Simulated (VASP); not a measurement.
# Mo (P6_3/mmc) in VASP: single point with PBE

Aim: the single point of Mo with PBE.

All numbers are computed with VASP 6.6.1; they aren't measurements. Logs are shortened: lines on timing, memory, paths and dates and some standing lists are left out, and cuts for length are marked.

## 1. The cell of the first run

It takes space group P6_3/mmc (No. 194, hexagonal). Conventional cell: a = 2.757 Å, b = 2.757 Å, c = 4.897 Å, α = 90.00°, β = 90.00°, γ = 120.00°. Within 3.6 Å of Mo (site symmetry -6m2) lie 12 Mo at 2.76 to 2.92 Å.

## 2. Single point, PBE, non-collinear spin, zero start, spin-orbit coupling

INCAR reads:

```
SYSTEM = Mo
PREC     = Accurate       ! precision mode
ENCUT    = 520            ! plane-wave cutoff, eV
EDIFF    = 1E-7           ! SCF threshold, eV
ISMEAR   = -1             ! smearing method
SIGMA    = 0.05           ! smearing width, eV
LREAL    = .FALSE.        ! projectors in reciprocal space
LASPH    = .TRUE.         ! aspherical terms in the spheres
NELM     = 150            ! most SCF steps
ALGO     = Normal         ! electronic algorithm
ISIF     = 2              ! what is computed and relaxed
LWAVE    = .FALSE.        ! write WAVECAR
LCHARG   = .FALSE.        ! write CHGCAR
MAGMOM   = 0 0 0 0 0 0    ! initial moments
LORBIT   = 11             ! projections on sites
LSORBIT  = .TRUE.         ! spin-orbit coupling
GGA_COMPAT= .FALSE.      
LORBMOM  = .TRUE.       
LMAXMIX  = 4              ! l up to which the mixer works
GGA      = PE             ! functional
NBANDS   = 40             ! bands
```

KPOINTS reads:

```
regular mesh
0
G
  17 17 9
  0 0 0
```

POSCAR reads:

```
Mo
1.0
    2.7573382708      0.0000000000      0.0000000000
   -1.3786691354      2.3879249894      0.0000000000
    0.0000000000      0.0000000000      4.8970185701
Mo
2
Direct
    0.3333333333      0.6666666667      0.2500000000
    0.6666666667      0.3333333333      0.7500000000
```

Potentials or basis: VASP PAW PBE potentials, release 64 (Mo_sv).

Launch:

```sh
> cat potpaw_PBE.64/Mo_sv/POTCAR > POTCAR
> mpirun -np 1 vasp_ncl > vasp.out
```

OUTCAR:

```text
SYSTEM = Mo
   PREC = Accurate
   ENCUT = 520
   EDIFF = 1E-7
   ISMEAR = -1
   LREAL = .FALSE.
   LASPH = .TRUE.
   NELM = 150
   ISIF = 2
   LORBIT = 11
   LSORBIT = .TRUE.
   GGA = PE

 ion  position               nearest neighbor table
   1  0.333  0.667  0.250-   2 2.92   2 2.92   2 2.92   2 2.92   2 2.92   2 2.92
   2  0.667  0.333  0.750-   1 2.92   1 2.92   1 2.92   1 2.92   1 2.92   1 2.92

  LATTYP: Found a hexagonal cell.
 ALAT       =     2.7573382708
 C/A-ratio  =     1.7759948505

  Lattice vectors:

 A1 = (   2.7573382708,   0.0000000000,   0.0000000000)
 A2 = (  -1.3786691354,   2.3879249894,   0.0000000000)
 A3 = (   0.0000000000,   0.0000000000,   4.8970185701)

Analysis of symmetry for initial positions (statically):
=====================================================================
 Subroutine PRICEL returns:
 Original cell was already a primitive cell.

 Routine SETGRP: Setting up the symmetry group for a
 hexagonal supercell.

 Subroutine GETGRP returns: Found 24 space group operations
 (whereof 12 operations were pure point group operations)
 out of a pool of 24 trial point group operations.

The static configuration has the point symmetry D_3d.
 The point group associated with its full space group is D_6h.

Analysis of symmetry for dynamics (positions and initial velocities):
=====================================================================
 Subroutine PRICEL returns:
 Original cell was already a primitive cell.

 Routine SETGRP: Setting up the symmetry group for a
 hexagonal supercell.

 Subroutine GETGRP returns: Found 24 space group operations
 (whereof 12 operations were pure point group operations)
 out of a pool of 24 trial point group operations.

The dynamic configuration has the point symmetry D_3d.
 The point group associated with its full space group is D_6h.

Analysis of structural, dynamic, and magnetic symmetry:
=====================================================================
 Subroutine PRICEL returns:
 Original cell was already a primitive cell.

 Routine SETGRP: Setting up the symmetry group for a
 hexagonal supercell.

 Subroutine GETGRP returns: Found 24 space group operations
 (whereof 12 operations were pure point group operations)
 out of a pool of 24 trial point group operations.

The overall configuration has the point symmetry D_3d.
 The point group associated with its full space group is D_6h.

 Subroutine INISYM returns: Found 24 space group operations
 (whereof 12 operations are pure point group operations),
 and found     1 'primitive' translations

----------------------------------------------------------------------------------------

                                     Primitive cell

  volume of cell :      32.2435

  direct lattice vectors                    reciprocal lattice vectors
     2.757338271  0.000000000  0.000000000     0.362668596  0.209386812  0.000000000
    -1.378669135  2.387924989  0.000000000     0.000000000  0.418773623  0.000000000
     0.000000000  0.000000000  4.897018570     0.000000000  0.000000000  0.204205883

  length of vectors
     2.757338271  2.757338271  4.897018570     0.418773623  0.418773623  0.204205883

  position of ions in fractional coordinates (direct lattice)
     0.333333333  0.666666667  0.250000000
     0.666666667  0.333333333  0.750000000

  ion indices of the primitive-cell ions
   primitive index   ion index
                 1           1
                 2           2

----------------------------------------------------------------------------------------

 KPOINTS: regular mesh

Automatic generation of k-mesh.
 Grid dimensions read from file:
 generate k-points for:   17   17    9

 Generating k-lattice:

  Cartesian coordinates                     Fractional coordinates (reciprocal lattice)
[... 99 lines left out ...]
 number of electron      27.9999994 magnetization      -0.0000000     -0.0000000     -0.0000000

 number of electron      27.9999994 magnetization      -0.0000000      0.0000000     -0.0000000

 Free energy of the ion-electron system (eV)
  ---------------------------------------------------
  ext. energy  EPLUGINS =         0.00000000
  ---------------------------------------------------
  free energy    TOTEN  =       -21.22027777 eV

  energy without entropy =      -21.19931723  energy(sigma->0) =      -21.20979750

 E-fermi :  11.8108     XC(G=0): -13.1940

 val. band max:       11.8074821479   @ k =   0.0588   0.0000   0.0000
 cond. band min:      11.8140005879   @ k =   0.3529   0.1765   0.3333
 fundamental gap:      0.0065184400
 Fermi energy:        11.8107865551

 k-point     1 :       0.0000    0.0000    0.0000
  band No.  band energies     occupation
      1     -49.0475      1.00000
      2     -49.0475      1.00000
      3     -48.8927      1.00000
      4     -48.8927      1.00000
      5     -24.5800      1.00000
      6     -24.5800      1.00000
[... 1021 lines left out ...]
     39      20.7850      0.00000
     40      20.7850      0.00000

 [... further k-points ...]

------------------------ aborting loop because EDIFF is reached ----------------------------------------

  FORCE on cell =-STRESS in cart. coord.  units (eV):
  Direction    XX          YY          ZZ          XY          YZ          ZX
  --------------------------------------------------------------------------------------
  -------------------------------------------------------------------------------------
  Total        0.0987370      0.0987370      0.0708764      0.0000000      0.0000000      0.0000000
  in kB        4.9062313      4.9062313      3.5218421      0.0000000      0.0000000      0.0000000
  external PRESSURE =       4.4447682 kB  Pullay stress =       0.0000000 kB

 VOLUME and BASIS-vectors are now :
 -----------------------------------------------------------------------------
  energy-cutoff  :      520.00
  volume of cell :       32.24
      direct lattice vectors                 reciprocal lattice vectors
     2.757338271  0.000000000  0.000000000     0.362668596  0.209386812  0.000000000
    -1.378669135  2.387924989  0.000000000     0.000000000  0.418773623  0.000000000
     0.000000000  0.000000000  4.897018570     0.000000000  0.000000000  0.204205883

 POSITION                                       TOTAL-FORCE (eV/Angst)
 -----------------------------------------------------------------------------------
     -0.00000      1.59195      1.22425        -0.000000     -0.000000      0.000000
      1.37867      0.79597      3.67276         0.000000      0.000000     -0.000000
 -----------------------------------------------------------------------------------
    total drift:                               -0.000000      0.000000     -0.000000

  FREE ENERGIE OF THE ION-ELECTRON SYSTEM (eV)
  ---------------------------------------------------
  free  energy   TOTEN  =       -21.2202777660 eV

  energy  without entropy=      -21.1993172326  energy(sigma->0) =      -21.20979750

 orbital moment (x)

 # of ion     p       d       tot
 ----------------------------------------
  1         0.000   0.000   0.000
  2         0.000   0.000   0.000
 ----------------------------------------
            0.000   0.000   0.000

 orbital moment (y)

 # of ion     p       d       tot
 ----------------------------------------
  1        -0.000   0.000   0.000
  2         0.000   0.000   0.000
 ----------------------------------------
            0.000   0.000   0.000

 orbital moment (z)

 # of ion     p       d       tot
 ----------------------------------------
  1         0.000   0.000   0.000
  2         0.000  -0.000  -0.000
 ----------------------------------------
            0.000   0.000   0.000

 Spin-Orbit-Coupling matrix elements

 Ion:    1  E_soc:     -0.2113509
 l=   1
     0.0000000    -0.0303525    -0.0304490
    -0.0303525     0.0000000    -0.0303525
    -0.0304490    -0.0303525     0.0000000
 l=   2
     0.0000000    -0.0008816     0.0000000    -0.0008816    -0.0040593
    -0.0008816     0.0000000    -0.0030594    -0.0008172    -0.0008816
     0.0000000    -0.0030594     0.0000000    -0.0030594     0.0000000
    -0.0008816    -0.0008172    -0.0030594     0.0000000    -0.0008816
    -0.0040593    -0.0008816     0.0000000    -0.0008816     0.0000000
 l=   3
     0.0000000     0.0000000     0.0000000     0.0000000     0.0000000     0.0000000     0.0000000
     0.0000000     0.0000000     0.0000000     0.0000000     0.0000000     0.0000000     0.0000000
     0.0000000     0.0000000     0.0000000     0.0000000     0.0000000     0.0000000     0.0000000
     0.0000000     0.0000000     0.0000000     0.0000000     0.0000000     0.0000000     0.0000000
     0.0000000     0.0000000     0.0000000     0.0000000     0.0000000     0.0000000     0.0000000
     0.0000000     0.0000000     0.0000000     0.0000000     0.0000000     0.0000000     0.0000000
     0.0000000     0.0000000     0.0000000     0.0000000     0.0000000     0.0000000     0.0000000

 Ion:    2  E_soc:     -0.2113509
 l=   1
     0.0000000    -0.0303525    -0.0304490
    -0.0303525     0.0000000    -0.0303525
    -0.0304490    -0.0303525     0.0000000
 l=   2
     0.0000000    -0.0008816     0.0000000    -0.0008816    -0.0040593
    -0.0008816     0.0000000    -0.0030594    -0.0008172    -0.0008816
     0.0000000    -0.0030594     0.0000000    -0.0030594     0.0000000
    -0.0008816    -0.0008172    -0.0030594     0.0000000    -0.0008816
    -0.0040593    -0.0008816     0.0000000    -0.0008816     0.0000000
 l=   3
     0.0000000     0.0000000     0.0000000     0.0000000     0.0000000     0.0000000     0.0000000
     0.0000000     0.0000000     0.0000000     0.0000000     0.0000000     0.0000000     0.0000000
     0.0000000     0.0000000     0.0000000     0.0000000     0.0000000     0.0000000     0.0000000
     0.0000000     0.0000000     0.0000000     0.0000000     0.0000000     0.0000000     0.0000000
     0.0000000     0.0000000     0.0000000     0.0000000     0.0000000     0.0000000     0.0000000
     0.0000000     0.0000000     0.0000000     0.0000000     0.0000000     0.0000000     0.0000000
     0.0000000     0.0000000     0.0000000     0.0000000     0.0000000     0.0000000     0.0000000

 total charge

# of ion       s       p       d       tot
------------------------------------------
    1        2.382   6.180   3.916  12.478
    2        2.382   6.180   3.916  12.478
--------------------------------------------------
tot          4.763  12.361   7.831  24.955

 magnetization (x)

# of ion       s       p       d       tot
------------------------------------------
    1        0.000   0.000   0.000   0.000
    2        0.000   0.000   0.000   0.000
--------------------------------------------------
tot          0.000   0.000   0.000   0.000

 magnetization (y)

# of ion       s       p       d       tot
------------------------------------------
    1       -0.000  -0.000   0.000   0.000
    2       -0.000  -0.000   0.000   0.000
--------------------------------------------------
tot         -0.000  -0.000   0.000   0.000

 magnetization (z)

# of ion       s       p       d       tot
------------------------------------------
    1        0.000   0.000   0.000   0.000
    2        0.000   0.000   0.000   0.000
--------------------------------------------------
tot          0.000   0.000   0.000   0.000
```

It took 2.9 min on 1 thread of AMD EPYC 9R45 (Zen 5), shared host; peak memory 0.39 GiB.

Results:

* Free energy: -21.2203 eV
* Pressure: 0.4 GPa
* Net moment: 0.00 μB per cell
* Valence electrons inside the program's atomic spheres: Mo 12.48

Moments on the atoms (μB; x, y, z):
```
Mo  0.00 0.00 0.00
Mo  0.00 0.00 0.00
```
